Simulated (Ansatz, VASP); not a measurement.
## One calculation of Ge, two programs

INCAR

```
SYSTEM = Ge
ALGO = Normal
EDIFF = 1E-6
ENCUT = 520
GGA = PS
ISIF = 2
ISMEAR = 0
LASPH = .True.
LCHARG = .True.
LELF = .True.
LREAL = .False.
LVHAR = .True.
LWAVE = .False.
NBANDS = 13
NELM = 60
PREC = Accurate
SIGMA = 0.15
```

The input KPOINTS:

```
k-points
0
Gamma
  24 24 22
  0 0 0
```

The input POSCAR:

```
Ge
1.0
    1.3411274465     -2.4439162040      0.0000000000
    1.3411274465      2.4439162040      0.0000000000
    0.0000000000      0.0000000000      2.5634459486
Ge
1
Direct
    0.5000000000      0.5000000000      0.0000000000
```

Input for Ansatz:

```yaml
crystal:
  lattice:
    - [1.3411274465, -2.443916204, 0.0]
    - [1.3411274465, 2.443916204, 0.0]
    - [0.0, 0.0, 2.5634459486]
  atoms:
    - { symbol: Ge, position: [0.5, 0.5, 0.0] }
basis:
  ecutwfc: 420
kpoints:
  mp_grid: { grid: [24, 24, 22] }
hamiltonian:
  xc: pbesol
scf:
  occupations: { method: gaussian, width: 0.15 }
output:
  forces: true
  stress: true
  eigenvalues: true
```

Change from the starting cell: strain -0.030 along x and y, -0.030 along z, atoms carried along.

Alike in both runs: task single point; functional PBEsol; k mesh 24 × 24 × 22; occupations gaussian, width 0.15 eV; no spin polarisation.

```csv
,VASP,Ansatz
version,VASP 6.6.1,Ansatz 0.2.0
potentials or method,"VASP PAW PBE potentials, release 64 (Ge_d), cutoff 520 eV","scalar-relativistic, plane waves, PAW"
valence electrons in the cell,14,14
```

VASP gave:

* gap on the k mesh at the Fermi level (eV): none
* pressure (GPa): 8.6
* traceless stress, the component that is largest in VASP (GPa): 2.41

**Question.** Estimate Ansatz's values.

**Answer.** gap on the k mesh at the Fermi level (eV): none; pressure (GPa): 8.7; traceless stress, the component that is largest in VASP (GPa): 2.39.

VASP's potentials were made for PBE, not for PBEsol. A gap of «none» marks a metal or a gap that the smearing closes. With one functional, cell and mesh, what is left measures potentials, basis and numerics.
